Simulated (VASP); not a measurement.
# Si2Ge in VASP: a series of runs

Runs on Si2Ge. Level: PBE. Tasks: single point, relaxation of cell and atoms.

All numbers are computed with VASP 6.6.1; they aren't measurements. Logs are shortened: lines on timing, memory, paths and dates and some standing lists are left out, and cuts for length are marked.

### 1 The cell of the first run

The structure is trigonal, space group P-3m1 (No. 164). The conventional cell has a = 3.605 Å, b = 3.605 Å, c = 8.829 Å, α = 90.00°, β = 90.00°, γ = 120.00°. Si (site symmetry 3m) has 4 Si at 2.21 Å within 2.9 Å. Si (site symmetry 3m) has 3 Ge at 2.21 Å and 1 Si at 2.21 Å within 2.9 Å. Within 2.9 Å of Ge (site symmetry 3m) lie 3 Si at 2.21 Å and 1 Ge at 2.21 Å.

### 2 Single point, PBE

File INCAR:

```
  ALGO = Normal
  EDIFF = 1E-6
  ENCUT = 520
  GGA = PE
  ISIF = 2
  ISMEAR = 0
  LASPH = T
  LCHARG = T
  LELF = T
  LREAL = F
  LVHAR = T
  LWAVE = F
  NBANDS = 31
  NELM = 60
  PREC = Accurate
  SIGMA = 0.1
```

File KPOINTS:

```
k-points
0
Gamma
  6 6 2
```

File POSCAR:

```
Si2Ge
1.0
    3.6046080900      0.0000000000      0.0000000000
   -1.8023040500      3.1216821800      0.0000000000
    0.0000000000      0.0000000000      8.8294505500
Si Ge
4 2
Direct
    0.3333333300      0.6666666700      0.5416666700
    0.6666666700      0.3333333300      0.2083333300
    0.3333333300      0.6666666700      0.7916666700
    0.6666666700      0.3333333300      0.4583333300
    0.0000000000      0.0000000000      0.8750000000
    0.0000000000      0.0000000000      0.1250000000
```

Potentials or basis: VASP PAW PBE potentials, release 64 (Si, Ge_d).

Launch:

```bash
> cat potpaw_PBE.64/Si/POTCAR potpaw_PBE.64/Ge_d/POTCAR > POTCAR
> mpirun -np 1 vasp_std > vasp.out
```

OUTCAR:

```text
EDIFF = 1E-6
   ENCUT = 520
   GGA = PE
   ISIF = 2
   ISMEAR = 0
   LASPH = T
   LREAL = F
   NELM = 60
   PREC = Accurate

 ion  position               nearest neighbor table
   1  0.333  0.667  0.542-   4 2.21   3 2.21   4 2.21   4 2.21
   2  0.667  0.333  0.208-   6 2.21   6 2.21   4 2.21   6 2.21
   3  0.333  0.667  0.792-   5 2.21   5 2.21   1 2.21   5 2.21
   4  0.667  0.333  0.458-   1 2.21   2 2.21   1 2.21   1 2.21
   5  0.000  0.000  0.875-   3 2.21   3 2.21   6 2.21   3 2.21
   6  0.000  0.000  0.125-   2 2.21   2 2.21   5 2.21   2 2.21

  LATTYP: Found a hexagonal cell.
 ALAT       =     3.6046080900
 C/A-ratio  =     2.4494897447

  Lattice vectors:

 A1 = (   3.6046080900,   0.0000000000,   0.0000000000)
 A2 = (  -1.8023040500,   3.1216821800,   0.0000000000)
 A3 = (   0.0000000000,   0.0000000000,   8.8294505500)

Analysis of symmetry for initial positions (statically):
=====================================================================
 Subroutine PRICEL returns:
 Original cell was already a primitive cell.

 Routine SETGRP: Setting up the symmetry group for a
 hexagonal supercell.

 Subroutine GETGRP returns: Found 12 space group operations
 (whereof 12 operations were pure point group operations)
 out of a pool of 24 trial point group operations.

The static configuration has the point symmetry D_3d.

Analysis of symmetry for dynamics (positions and initial velocities):
=====================================================================
 Subroutine PRICEL returns:
 Original cell was already a primitive cell.

 Routine SETGRP: Setting up the symmetry group for a
 hexagonal supercell.

 Subroutine GETGRP returns: Found 12 space group operations
 (whereof 12 operations were pure point group operations)
 out of a pool of 24 trial point group operations.

The dynamic configuration has the point symmetry D_3d.

 Subroutine INISYM returns: Found 12 space group operations
 (whereof 12 operations are pure point group operations),
 and found     1 'primitive' translations

----------------------------------------------------------------------------------------

                                     Primitive cell

[... 79 lines left out ...]
   ISTART =      0    job   : 0-new  1-cont  2-samecut
   ICHARG =      2    charge: 1-file 2-atom 10-const
   ISPIN  =      1    spin polarized calculation?
   LNONCOLLINEAR =      F non collinear calculations
   LSORBIT =      F    spin-orbit coupling
   LASPH  =      T    aspherical Exc in radial PAW
   ENCUT  =  520.0 eV  38.22 Ry    6.18 a.u.   6.70  6.70 16.42*2*pi/ulx,y,z
   NELM   =     60;   NELMIN=  2; NELMDL= -5     # of ELM steps
   EDIFF  = 0.1E-05   stopping-criterion for ELM
   LREAL  =      F    real-space projection
[... 7 lines left out ...]
   TEBEG  =    0.0;   TEEND  =   0.0 temperature during run
   PSTRESS=    0.0 pullay stress
   NELECT =      44.0000    total number of electrons
   NUPDOWN=      -1.0000    fix difference up-down
   EMIN   =  10.00;   EMAX   =-10.00  energy-range for DOS
   EFERMI =   0.00;   METHOD = LEGACY
   ISMEAR =     0;   SIGMA  =   0.10  broadening in eV -4-tet -1-fermi 0-gaus
   EFERMI_NEDOS =   21; number of points for ismear=-14 and -15
   IALGO  =     38    algorithm
   IMIX   =      4    mixing-type and parameters
     AMIX     =   0.40;   BMIX     =  1.00
     AMIX_MAG =   1.60;   BMIX_MAG =  1.00
  volume/ion in A,a.u.               =      16.56       111.74
  Fermi-wavevector in a.u.,A,eV,Ry     =   1.247859  2.358112 21.186347  1.557153
  Thomas-Fermi vector in A             =   2.381972
   LORBIT       =      0    0 simple, 1 ext, 2 COOP (PROOUT), +10 PAW based schemes
   GGA     = PE    functional components
   LHFCALC =     F    Hartree Fock is set to
   AEXX    =    0.0000 exact exchange contribution
   IVDW    =     0    specifies the selected vdW correction
   LEPSILON=     F    determine dielectric tensor
   LRPA    =     F    only Hartree local field effects (RPA)
 non-spin polarized calculation
 Gauss-broadening in eV      SIGMA  =   0.10
  energy-cutoff  :      520.00
  volume of cell :       99.35
 maximum number of plane-waves:      2708
 NGX is ok and might be reduce to    28
   NGX = 13   NGY = 13   NGZ = 33

 number of electron      44.0000004 magnetization

 Free energy of the ion-electron system (eV)
  ---------------------------------------------------
  ext. energy  EPLUGINS =         0.00000000
  ---------------------------------------------------
  free energy    TOTEN  =       -27.95733719 eV

  energy without entropy =      -27.95516987  energy(sigma->0) =      -27.95625353

 E-fermi :   8.2398     XC(G=0): -10.6141

 val. band max:        8.1604392137   @ k =   0.0000   0.0000   0.0000
 cond. band min:       8.3524900161   @ k =   0.5000  -0.0000   0.0000
 fundamental gap:      0.1920508024
 Fermi energy:         8.2398431642

 k-point     1 :       0.0000    0.0000    0.0000
  band No.  band energies     occupation
      1     -16.7937      2.00000
      2     -16.5992      2.00000
      3     -16.5992      2.00000
      4     -16.5197      2.00000
      5     -16.5197      2.00000
      6     -16.4804      2.00000
[... 465 lines left out ...]
     30      15.0261      0.00000
     31      15.0262      0.00000

------------------------ aborting loop because EDIFF is reached ----------------------------------------

  FORCE on cell =-STRESS in cart. coord.  units (eV):
  Direction    XX          YY          ZZ          XY          YZ          ZX
  --------------------------------------------------------------------------------------
  -------------------------------------------------------------------------------------
  Total       22.1353053     22.1353053     21.9938179     -0.0000000      0.0000000     -0.0000000
  in kB      356.9568182    356.9568189    354.6751733     -0.0000006      0.0000000     -0.0000000
  external PRESSURE =     356.1962701 kB  Pullay stress =       0.0000000 kB

 VOLUME and BASIS-vectors are now :
 -----------------------------------------------------------------------------
  energy-cutoff  :      520.00
  volume of cell :       99.35
      direct lattice vectors                 reciprocal lattice vectors
     3.604608090  0.000000000  0.000000000     0.277422670  0.160170053  0.000000000
    -1.802304050  3.121682180  0.000000000     0.000000000  0.320340106  0.000000000
     0.000000000  0.000000000  8.829450550     0.000000000  0.000000000  0.113257331

 POSITION                                       TOTAL-FORCE (eV/Angst)
 -----------------------------------------------------------------------------------
     -0.00000      2.08112      4.78262         0.000000     -0.000000      0.028131
      1.80230      1.04056      1.83947        -0.000000      0.000000      0.678568
     -0.00000      2.08112      6.98998         0.000000     -0.000000     -0.678568
      1.80230      1.04056      4.04683        -0.000000      0.000000     -0.028131
      0.00000      0.00000      7.72577         0.000000      0.000000     -0.905129
      0.00000      0.00000      1.10368        -0.000000     -0.000000      0.905129
 -----------------------------------------------------------------------------------
    total drift:                                0.000000     -0.000000      0.000000

  FREE ENERGIE OF THE ION-ELECTRON SYSTEM (eV)
  ---------------------------------------------------
  free  energy   TOTEN  =       -27.9573371874 eV

  energy  without entropy=      -27.9551698667  energy(sigma->0) =      -27.95625353
```

Wall time 23 s (1 thread of AMD EPYC 9R45 (Zen 5), shared host); peak memory 0.19 GiB.

Results:

```yaml
Free_energy: -27.9573 eV
Pressure: 35.6 GPa
Largest_force: 0.905 eV/Å
Band_gap_on_the_k_mesh: 0.19 eV (least direct gap 1.87 eV)
```

Forces in eV/Å, atoms in the order of the input:
```
Si   0.000  0.000  0.028
Si   0.000  0.000  0.679
Si   0.000  0.000 -0.679
Si   0.000  0.000 -0.028
Ge   0.000  0.000 -0.905
Ge   0.000  0.000  0.905
```

Caveat: the cell stands under pressure. A k mesh can miss the band edges.

### 3 Single point, PBE

This run uses another cell than the first one, of 21.44 Å³/atom.

File INCAR:

```
SYSTEM = Si2Ge
PREC = Accurate ; ENCUT = 520
EDIFF = 1E-7 ; ISMEAR = 0
SIGMA = 0.1 ; LREAL = .False.
LASPH = .True. ; NELM = 60
ALGO = Normal ; ISIF = 2
LWAVE = .False. ; LCHARG = .True.
GGA = PE ; LELF = .True.
LVHAR = .True. ; NBANDS = 31
```

File KPOINTS:

```
Automatic mesh
0
Gamma
  6 6 2
  0 0 0
```

File POSCAR:

```
Si2Ge
1.0
    3.9333431541      0.0000000032      0.0000000000
   -1.9666715798      3.4063750917      0.0000000000
    0.0000000000      0.0000000000      9.5990957099
Si Ge
4 2
Direct
    0.3333333333      0.6666666667      0.5396820658
    0.6666666667      0.3333333333      0.2140555000
    0.3333333333      0.6666666667      0.7859445000
    0.6666666667      0.3333333333      0.4603179342
    0.0000000000      0.0000000000      0.8705215655
    0.0000000000      0.0000000000      0.1294784345
```

Potentials or basis: VASP PAW PBE potentials, release 64 (Si, Ge_d).

Launch:

```bash
> cat potpaw_PBE.64/Si/POTCAR potpaw_PBE.64/Ge_d/POTCAR > POTCAR
> mpirun -np 1 vasp_std > vasp.out
```

Run time: 26 s. Hardware: 1 thread of AMD EPYC 9R45 (Zen 5), shared host; peak memory 0.22 GiB.

The run converged. Its results:

| Property | Result |
| --- | --- |
| Free energy | -30.6025 eV |
| Pressure | -0.1 GPa |
| Largest force | 0.005 eV/Å |
| Band gap on the k mesh | 0.72 eV (least direct gap 1.13 eV) |

Forces on the atoms (eV/Å):
```
Si   0.000  0.000  0.005
Si   0.000  0.000  0.002
Si   0.000  0.000 -0.002
Si   0.000  0.000 -0.005
Ge   0.000  0.000 -0.005
Ge   0.000  0.000  0.005
```

Levels at points of the mesh, in eV from the valence-band top:
```csv
k point,band 20,band 21,band 22,band 23,band 24,band 25
"(0.00, 0.00, 0.00)",-0.02,0.00,0.00,1.13,1.23,1.92
"(0.50, 0.00, 0.00)",-2.69,-1.84,-1.79,0.72,0.76,1.89
"(0.00, 0.00, 0.50)",-0.56,-0.39,-0.39,0.94,1.78,1.83
"(0.50, 0.00, 0.50)",-2.49,-1.26,-1.24,0.91,0.96,1.24
```

A k mesh can miss the band edges.

### 4 Relaxation of cell and atoms, PBE

File INCAR:

```
SYSTEM = Si2Ge
  PREC = Accurate
  ENCUT = 600
  EDIFF = 1E-6
  ISMEAR = 0
  SIGMA = 0.1
  LREAL = .FALSE.
  LASPH = .TRUE.
  NELM = 100
  ALGO = Normal
  ISIF = 3
  LWAVE = .FALSE.
  LCHARG = .FALSE.
  GGA = PE
  IBRION = 2
  NSW = 90
  EDIFFG = -0.04
```

File KPOINTS:

```
regular mesh
0
G
  6 6 2
  0 0 0
```

File POSCAR:

```
Si2Ge
1.0
    3.6046080900      0.0000000000      0.0000000000
   -1.8023040500      3.1216821800      0.0000000000
    0.0000000000      0.0000000000      8.8294505500
Si Ge
4 2
Direct
    0.3333333300      0.6666666700      0.5416666700
    0.6666666700      0.3333333300      0.2083333300
    0.3333333300      0.6666666700      0.7916666700
    0.6666666700      0.3333333300      0.4583333300
    0.0000000000      0.0000000000      0.8750000000
    0.0000000000      0.0000000000      0.1250000000
```

Launch:

```bash
> cat potpaw_PBE.64/Si/POTCAR potpaw_PBE.64/Ge_d/POTCAR > POTCAR
> mpirun -np 1 vasp_std > vasp.out
```

Run time: 2 min. Hardware: 1 thread of AMD EPYC 9R45 (Zen 5), shared host; peak memory 0.23 GiB.

Results (log left out):

- Free energy: -30.5998 eV
- Relaxed volume: 21.44 Å³/atom
- Relaxed cell: a = 3.933 Å, b = 3.933 Å, c = 9.600 Å, α = 90.00°, β = 90.00°, γ = 120.00°
- Space group after relaxing (to 0.1 Å): P-3m1 (No. 164)
- Energy gained by relaxing: 440.3 meV/atom
- Ionic steps: 8
- Pressure after relaxing: 0.0 GPa
- Largest force after relaxing: 0.030 eV/Å
- Band gap on the k mesh: 0.72 eV (least direct gap 1.13 eV)

Forces in eV/Å, atoms in the order of the input:
```
Si   0.000  0.000  0.030
Si   0.000  0.000  0.021
Si   0.000  0.000 -0.021
Si   0.000  0.000 -0.030
Ge   0.000  0.000 -0.010
Ge   0.000  0.000  0.010
```

Step by step:
```csv
step,energy change (eV),largest force (eV/Å),pressure (GPa),volume (Å³)
1,0.0000,0.9051,35.66,99.35
2,-1.2091,0.2477,-10.60,162.34
3,-2.6261,0.3075,-0.45,129.23
4,-2.6270,0.3100,-0.10,128.58
5,-2.6263,0.3127,0.30,127.94
6,-2.6348,0.1483,0.38,127.88
7,-2.6378,0.1623,0.43,127.81
8,-2.6420,0.0298,-0.03,128.63
```

Final structure:
```
CELL_PARAMETERS angstrom
3.93340 0.00000 0.00000
-1.96670 3.40642 0.00000
0.00000 0.00000 9.60002
ATOMIC_POSITIONS crystal
Si 0.33333 0.66667 0.53959
Si 0.66667 0.33333 0.21394
Si 0.33333 0.66667 0.78606
Si 0.66667 0.33333 0.46041
Ge 0.00000 0.00000 0.87059
Ge 0.00000 0.00000 0.12941
```

Levels at points of the mesh, in eV from the valence-band top:
```tsv
k point	band 18	band 19	band 20	band 21	band 22	band 23	band 24	band 25	band 26
(0.00, 0.00, 0.00)	-0.94	-0.94	-0.02	0.00	0.00	1.13	1.23	1.92	2.47
(0.50, 0.00, 0.00)	-2.91	-2.90	-2.69	-1.84	-1.78	0.72	0.77	1.89	2.01
(0.00, 0.00, 0.50)	-1.32	-0.56	-0.56	-0.39	-0.39	0.94	1.77	1.83	2.92
(0.50, 0.00, 0.50)	-3.56	-2.70	-2.49	-1.26	-1.23	0.91	0.96	1.24	2.69
```

Caveat: the volume moved by over 15 % at a fixed basis, so the end points are rough. A k mesh can miss the band edges.

[end of part 1 of 2]
